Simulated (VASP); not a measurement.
# SnO2 (Pnnm) in VASP: a series of runs, part 2 of 2

VASP 6.6.1.

### Step 3. Single point, LDA

This run uses another cell than the first one, of the same volume but with other edges.

Input file INCAR:

```
ALGO = Normal ; EDIFF = 1E-7
ENCUT = 520 ; GGA = CA
ISIF = 2 ; ISMEAR = 0
LASPH = T ; LCHARG = F
LREAL = F ; LWAVE = F
NBANDS = 35 ; NELM = 100
PREC = Accurate ; SIGMA = 0.05
```

Input file KPOINTS:

```
k-points
0
Gamma
  6 6 10
```

Input file POSCAR:

```
SnO2
1.0
    4.9773773159      0.0000000000      0.0000000000
    0.0000000000      4.4123282784      0.0000000000
    0.0000000000      0.0000000000      2.9806269245
Sn O
2 4
Direct
    0.5000000000      0.5000000000      0.5000000000
    0.0000000000      0.0000000000      0.0000000000
    0.3348141638      0.2631076557      0.0000000000
    0.8348141638      0.2368923443      0.5000000000
    0.1651858362      0.7631076557      0.5000000000
    0.6651858362      0.7368923443      0.0000000000
```

Potentials or basis: VASP PAW LDA potentials, release 64 (Sn_d, O).

Run with:

```console
$ cat potpaw_LDA.64/Sn_d/POTCAR potpaw_LDA.64/O/POTCAR > POTCAR
$ mpirun -np 1 vasp_std > vasp.out
```

OUTCAR:

```text
EDIFF = 1E-7
   ENCUT = 520
   GGA = CA
   ISIF = 2
   ISMEAR = 0
   LASPH = T
   LREAL = F
   NELM = 100
   PREC = Accurate

 ion  position               nearest neighbor table
   1  0.500  0.500  0.500-   3 2.00   6 2.00   3 2.00   6 2.00   5 2.03   4 2.03   2 3.64   2 3.64
                             2 3.64   2 3.64   2 3.64   2 3.64   2 3.64   2 3.64
   2  0.000  0.000  0.000-   4 2.00   5 2.00   4 2.00   5 2.00   3 2.03   6 2.03   1 3.64   1 3.64
                             1 3.64   1 3.64   1 3.64   1 3.64   1 3.64   1 3.64
   3  0.335  0.263  0.000-   1 2.00   1 2.00   2 2.03
   4  0.835  0.237  0.500-   2 2.00   2 2.00   1 2.03
   5  0.165  0.763  0.500-   2 2.00   2 2.00   1 2.03
   6  0.665  0.737  0.000-   1 2.00   1 2.00   2 2.03

  LATTYP: Found a simple orthorhombic cell.
 ALAT       =     2.9806269245
 B/A-ratio  =     1.4803356442
 C/A-ratio  =     1.6699095331

  Lattice vectors:

 A1 = (   0.0000000000,   0.0000000000,  -2.9806269245)
 A2 = (   0.0000000000,   4.4123282784,   0.0000000000)
 A3 = (   4.9773773159,   0.0000000000,   0.0000000000)

Analysis of symmetry for initial positions (statically):
[... 182 lines left out ...]
  energy without entropy =      -41.65221011  energy(sigma->0) =      -41.65221011

 E-fermi :   6.8310     XC(G=0): -12.2997

 val. band max:        6.5595014252   @ k =   0.0000   0.3333   0.1000
 cond. band min:       9.0855829202   @ k =   0.0000   0.0000   0.0000
 fundamental gap:      2.5260814950
 Fermi energy:         6.8310083886

 k-point     1 :       0.0000    0.0000    0.0000
  band No.  band energies     occupation
      1     -14.2477      2.00000
      2     -13.4642      2.00000
      3     -12.9197      2.00000
      4     -12.8528      2.00000
      5     -12.8506      2.00000
      6     -12.7251      2.00000
[... 901 lines left out ...]
     34      19.0113      0.00000
     35      20.4864      0.00000

 [... further k-points ...]
[... 5 lines left out ...]
  --------------------------------------------------------------------------------------
  -------------------------------------------------------------------------------------
  Total        4.0791943      6.6462610     14.0901747     -0.0000000      0.0000000      0.0000000
  in kB       99.8410127    162.6716882    344.8664604     -0.0000000      0.0000000      0.0000000
  external PRESSURE =     202.4597204 kB  Pullay stress =       0.0000000 kB

 VOLUME and BASIS-vectors are now :
 -----------------------------------------------------------------------------
  energy-cutoff  :      520.00
  volume of cell :       65.46
      direct lattice vectors                 reciprocal lattice vectors
     4.977377316  0.000000000  0.000000000     0.200909020  0.000000000  0.000000000
     0.000000000  4.412328278  0.000000000     0.000000000  0.226637715  0.000000000
     0.000000000  0.000000000  2.980626925     0.000000000  0.000000000  0.335499888

 POSITION                                       TOTAL-FORCE (eV/Angst)
 -----------------------------------------------------------------------------------
      2.48869      2.20616      1.49031         0.000000      0.000000      0.000000
      0.00000      0.00000      0.00000         0.000000      0.000000      0.000000
      1.66650      1.16092      0.00000        -0.021148     -0.041986     -0.000000
      4.15519      1.04525      1.49031        -0.021148      0.041986      0.000000
      0.82219      3.36708      1.49031         0.021148     -0.041986     -0.000000
      3.31088      3.25141      0.00000         0.021148      0.041986      0.000000
 -----------------------------------------------------------------------------------
    total drift:                                0.000000     -0.000000      0.000000

  FREE ENERGIE OF THE ION-ELECTRON SYSTEM (eV)
  ---------------------------------------------------
  free  energy   TOTEN  =       -41.6522101109 eV

  energy  without entropy=      -41.6522101109  energy(sigma->0) =      -41.65221011
```

stdout:

```text
POSCAR found type information on POSCAR SnO
 POSCAR found :  2 types and       6 ions
 scaLAPACK will be used
 LDA part: xc-table for (Slater(with rela. corr.)+CA(PZ))
 , standard interpolation
 POSCAR, INCAR and KPOINTS ok, starting setup
 FFT: planning ... GRIDC
 FFT: planning ... GRID_SOFT
 FFT: planning ... GRID
 WAVECAR not read
 entering main loop
```

It took 2.6 min on 1 thread of Intel Xeon 6975P-C, shared host; peak memory 0.28 GiB.

Results:

```
Free energy            : -41.6522 eV
Pressure               : 20.2 GPa
Largest force          : 0.047 eV/Å
Band gap on the k mesh : 2.53 eV, indirect (least direct gap 2.62 eV)
```

Forces in eV/Å, atoms in the order of the input:
```
Sn   0.000  0.000  0.000
Sn   0.000  0.000  0.000
O   -0.021 -0.042  0.000
O   -0.021  0.042  0.000
O    0.021 -0.042  0.000
O    0.021  0.042  0.000
```

Stress tensor (GPa, compression positive):
```
 9.98  0.00  0.00
 0.00 16.27  0.00
 0.00  0.00 34.49
```

Caveat: spin-orbit coupling is left out, which moves the levels of the heavy elements. A k mesh can miss the band edges.

### Step 4. Single point, LDA

This run uses another cell than the first one, of the same volume but with other edges.

Input file INCAR:

```
PREC     = Accurate       # precision mode
ENCUT    = 520            # plane-wave cutoff, eV
EDIFF    = 1E-7           # SCF threshold, eV
ISMEAR   = 0              # smearing method
SIGMA    = 0.05           # smearing width, eV
LREAL    = F              # projectors in reciprocal space
LASPH    = T              # aspherical terms in the spheres
NELM     = 80             # most SCF steps
ALGO     = Normal         # electronic algorithm
ISIF     = 2              # what is computed and relaxed
LWAVE    = F              # write WAVECAR
LCHARG   = F              # write CHGCAR
NBANDS   = 35             # bands
```

Input file KPOINTS:

```
Automatic mesh
0
Gamma
  6 6 10
```

Input file POSCAR:

```
SnO2
1.0
    4.4118768719      0.0000000000      0.0000000000
    0.0000000000      4.6865840154      0.0000000000
    0.0000000000      0.0000000000      3.1658928391
Sn O
2 4
Direct
    0.5000000000      0.5000000000      0.5000000000
    0.0000000000      0.0000000000      0.0000000000
    0.2746752022      0.3348613133      0.0000000000
    0.7746752022      0.1651386867      0.5000000000
    0.2253247978      0.8348613133      0.5000000000
    0.7253247978      0.6651386867      0.0000000000
```

Run with:

```console
$ cat potpaw_LDA.64/Sn_d/POTCAR potpaw_LDA.64/O/POTCAR > POTCAR
$ mpirun -np 1 vasp_std > vasp.out
```

Run time: 2.1 min. Hardware: 1 thread of Intel Xeon 6975P-C, shared host; peak memory 0.27 GiB.

The run converged. Its results:

```yaml
Free_energy: -41.9047 eV
Pressure: 18.8 GPa
Largest_force: 0.028 eV/Å
Band_gap_on_the_k_mesh: 2.37 eV, indirect (least direct gap 2.38 eV)
```

Forces in eV/Å, atoms in the order of the input:
```
Sn   0.000  0.000  0.000
Sn   0.000  0.000  0.000
O   -0.027 -0.007  0.000
O   -0.027  0.007  0.000
O    0.027 -0.007  0.000
O    0.027  0.007  0.000
```

Stress tensor (GPa, compression positive):
```
20.90  0.00  0.00
 0.00 18.92  0.00
 0.00  0.00 16.61
```

Levels at points of the mesh, in eV from the valence-band top:
| k point | band 22 | band 23 | band 24 | band 25 | band 26 | band 27 | band 28 | band 29 | band 30 | band 31 |
| --- | --- | --- | --- | --- | --- | --- | --- | --- | --- | --- |
| (0.00, 0.00, 0.00) | -0.92 | -0.90 | -0.51 | -0.26 | -0.01 | 2.37 | 6.46 | 6.56 | 6.94 | 11.00 |
| (0.50, 0.00, 0.00) | -1.42 | -0.95 | -0.95 | -0.24 | -0.24 | 5.23 | 5.23 | 6.87 | 6.87 | 12.30 |
| (0.00, 0.50, 0.00) | -2.15 | -0.86 | -0.86 | -0.29 | -0.29 | 5.55 | 5.55 | 7.90 | 7.90 | 11.72 |
| (0.50, 0.50, 0.00) | -1.96 | -1.07 | -1.07 | -0.41 | -0.41 | 5.85 | 5.85 | 7.84 | 7.84 | 11.93 |
| (0.00, 0.00, 0.50) | -2.46 | -1.65 | -1.65 | -0.82 | -0.82 | 7.19 | 7.19 | 10.46 | 10.46 | 10.96 |
| (0.50, 0.00, 0.50) | -1.96 | -0.56 | -0.56 | -0.34 | -0.34 | 7.61 | 7.61 | 9.17 | 9.17 | 11.04 |
| (0.00, 0.50, 0.50) | -1.31 | -1.05 | -1.05 | -0.18 | -0.18 | 7.40 | 7.40 | 8.73 | 8.73 | 11.75 |
| (0.50, 0.50, 0.50) | -1.95 | -0.81 | -0.81 | -0.46 | -0.46 | 5.90 | 5.90 | 9.25 | 9.25 | 11.69 |

Caveat: spin-orbit coupling is left out, which moves the levels of the heavy elements.

### Step 5. Single point, LDA

This run uses another cell than the first one, of 9.96 Å³/atom, 0.913 times its volume.

Input file INCAR:

```
SYSTEM = SnO2
  PREC = Accurate
  ENCUT = 520
  EDIFF = 1E-6
  ISMEAR = 0
  SIGMA = 0.05
  LREAL = .False.
  LASPH = .True.
  NELM = 100
  ALGO = Normal
  ISIF = 2
  LWAVE = .False.
  LCHARG = .False.
  NBANDS = 35
```

Input file KPOINTS:

```
Automatic mesh
0
Gamma
  6 6 10
  0 0 0
```

Input file POSCAR:

```
SnO2
1.0
    4.8288215893      0.0000000000      0.0000000000
    0.0000000000      4.2806371101      0.0000000000
    0.0000000000      0.0000000000      2.8916665804
Sn O
2 4
Direct
    0.5000000000      0.5000000000      0.5000000000
    0.0000000000      0.0000000000      0.0000000000
    0.3476963311      0.2430623823      0.0000000000
    0.8476963311      0.2569376177      0.5000000000
    0.1523036689      0.7430623823      0.5000000000
    0.6523036689      0.7569376177      0.0000000000
```

Potentials or basis: VASP PAW LDA potentials, release 64 (Sn_d, O).

Run with:

```console
$ cat potpaw_LDA.64/Sn_d/POTCAR potpaw_LDA.64/O/POTCAR > POTCAR
$ mpirun -np 1 vasp_std > vasp.out
```

OUTCAR:

```text
SYSTEM = SnO2
   PREC = Accurate
   ENCUT = 520
   EDIFF = 1E-6
   ISMEAR = 0
   LREAL = .False.
   LASPH = .True.
   NELM = 100
   ISIF = 2

 ion  position               nearest neighbor table
   1  0.500  0.500  0.500-   3 1.96   6 1.96   3 1.96   6 1.96   5 1.98   4 1.98   2 3.54   2 3.54
                             2 3.54   2 3.54   2 3.54   2 3.54   2 3.54   2 3.54
   2  0.000  0.000  0.000-   4 1.96   5 1.96   4 1.96   5 1.96   3 1.98   6 1.98   1 3.54   1 3.54
                             1 3.54   1 3.54   1 3.54   1 3.54   1 3.54   1 3.54
   3  0.348  0.243  0.000-   1 1.96   1 1.96   2 1.98
   4  0.848  0.257  0.500-   2 1.96   2 1.96   1 1.98
   5  0.152  0.743  0.500-   2 1.96   2 1.96   1 1.98
   6  0.652  0.757  0.000-   1 1.96   1 1.96   2 1.98

  LATTYP: Found a simple orthorhombic cell.
 ALAT       =     2.8916665804
[... 1122 lines left out ...]
  in kB      363.9531450    403.1994925    653.2284691      0.0000000      0.0000000      0.0000000
  external PRESSURE =     473.4603689 kB  Pullay stress =       0.0000000 kB

 VOLUME and BASIS-vectors are now :
 -----------------------------------------------------------------------------
  energy-cutoff  :      520.00
  volume of cell :       59.77
      direct lattice vectors                 reciprocal lattice vectors
     4.828821589  0.000000000  0.000000000     0.207089863  0.000000000  0.000000000
     0.000000000  4.280637110  0.000000000     0.000000000  0.233610085  0.000000000
     0.000000000  0.000000000  2.891666580     0.000000000  0.000000000  0.345821336

 POSITION                                       TOTAL-FORCE (eV/Angst)
 -----------------------------------------------------------------------------------
      2.41441      2.14032      1.44583        -0.000000      0.000000      0.000000
      0.00000      0.00000      0.00000        -0.000000      0.000000      0.000000
      1.67896      1.04046      0.00000        -0.011292     -0.048933     -0.000000
      4.09337      1.09986      1.44583        -0.011292      0.048933      0.000000
      0.73545      3.18078      1.44583         0.011292     -0.048933     -0.000000
      3.14986      3.24018      0.00000         0.011292      0.048933      0.000000
 -----------------------------------------------------------------------------------
    total drift:                                0.000000      0.000000      0.000000

  FREE ENERGIE OF THE ION-ELECTRON SYSTEM (eV)
  ---------------------------------------------------
  free  energy   TOTEN  =       -40.4897259104 eV

  energy  without entropy=      -40.4897259104  energy(sigma->0) =      -40.48972591
```

OSZICAR:

```text
N       E                     dE             d eps       ncg     rms          rms(c)
DAV:   1     0.626348566260E+03    0.62635E+03   -0.25713E+04  7651   0.247E+03
DAV:   2     0.476472148941E+02   -0.57870E+03   -0.54538E+03  7160   0.614E+02
DAV:   3    -0.428260640916E+02   -0.90473E+02   -0.89063E+02  7356   0.207E+02
DAV:   4    -0.470790922736E+02   -0.42530E+01   -0.42230E+01  8543   0.478E+01
DAV:   5    -0.471845959359E+02   -0.10550E+00   -0.10541E+00  8501   0.784E+00    0.177E+01
DAV:   6    -0.405566532488E+02    0.66279E+01   -0.16827E+01 10712   0.650E+01    0.759E+00
DAV:   7    -0.405856235416E+02   -0.28970E-01   -0.23144E+00  7611   0.886E+00    0.348E+00
DAV:   8    -0.405046271899E+02    0.80996E-01   -0.18658E-01  9776   0.585E+00    0.864E-01
DAV:   9    -0.404895838944E+02    0.15043E-01   -0.32981E-02 10889   0.363E+00    0.157E-01
DAV:  10    -0.404897322956E+02   -0.14840E-03   -0.36851E-03  7797   0.416E-01    0.852E-02
DAV:  11    -0.404897279341E+02    0.43615E-05   -0.19363E-04 10333   0.113E-01    0.255E-02
DAV:  12    -0.404897267978E+02    0.11363E-05   -0.12138E-05  9016   0.584E-02    0.869E-03
DAV:  13    -0.404897259104E+02    0.88743E-06   -0.53858E-06  7777   0.509E-02
   1 F= -.40489726E+02 E0= -.40489726E+02  d E =-.128156E-16
```

Wall time 76 s (1 thread of Intel Xeon 6975P-C, shared host); peak memory 0.26 GiB.

Results:

```
Free energy            : -40.4897 eV
Pressure               : 47.3 GPa
Largest force          : 0.050 eV/Å
Band gap on the k mesh : 3.32 eV, indirect (least direct gap 3.42 eV)
```

Forces in eV/Å, atoms in the order of the input:
```
Sn   0.000  0.000  0.000
Sn   0.000  0.000  0.000
O   -0.011 -0.049  0.000
O   -0.011  0.049  0.000
O    0.011 -0.049  0.000
O    0.011  0.049  0.000
```

Levels at points of the mesh, in eV from the valence-band top:
```
           k point  band 23  band 24  band 25  band 26  band 27  band 28  band 29  band 30
(0.00, 0.00, 0.00)    -0.45    -0.44    -0.40    -0.10     3.32     7.15     8.26     8.60
(0.50, 0.00, 0.00)    -0.44    -0.44    -0.32    -0.32     6.39     6.39     9.58     9.58
(0.00, 0.50, 0.00)    -0.66    -0.66    -0.16    -0.16     5.84     5.84     7.94     7.94
(0.50, 0.50, 0.00)    -0.71    -0.71    -0.20    -0.20     7.06     7.06     8.61     8.61
(0.00, 0.00, 0.50)    -1.89    -1.89    -0.48    -0.48     7.89     7.89    10.28    10.28
(0.50, 0.00, 0.50)    -0.90    -0.90    -0.06    -0.06     7.79     7.79     8.28     8.28
(0.00, 0.50, 0.50)    -0.55    -0.55    -0.36    -0.36     8.29     8.29     9.26     9.26
(0.50, 0.50, 0.50)    -1.13    -1.13    -0.47    -0.47     6.15     6.15     9.64     9.64
```

Caveat: spin-orbit coupling is left out, which moves the levels of the heavy elements. A k mesh can miss the band edges.

### Step 6. Summary

```tsv
cell	gap on the mesh (eV)	pressure (GPa)	largest force (eV/Å)
a = 4.238, b = 4.782, c = 3.230 Å, 6 atoms	2.26	17.4	0.01
a = 4.977, b = 4.412, c = 2.981 Å, 6 atoms	2.53	20.2	0.05
a = 4.412, b = 4.687, c = 3.166 Å, 6 atoms	2.37	18.8	0.03
a = 4.829, b = 4.281, c = 2.892 Å, 6 atoms	3.32	47.3	0.05
```

Alike in all rows: task single point; level LDA; potentials or basis VASP PAW LDA potentials, release 64 (Sn_d, O); no spin polarisation; k mesh 6 × 6 × 10; cutoff (eV) 520; smearing gaussian 0.05 eV.

Caveats: spin-orbit coupling is left out, which moves the levels of the heavy elements.

Absolute energies hang on the potentials; compare differences alone.
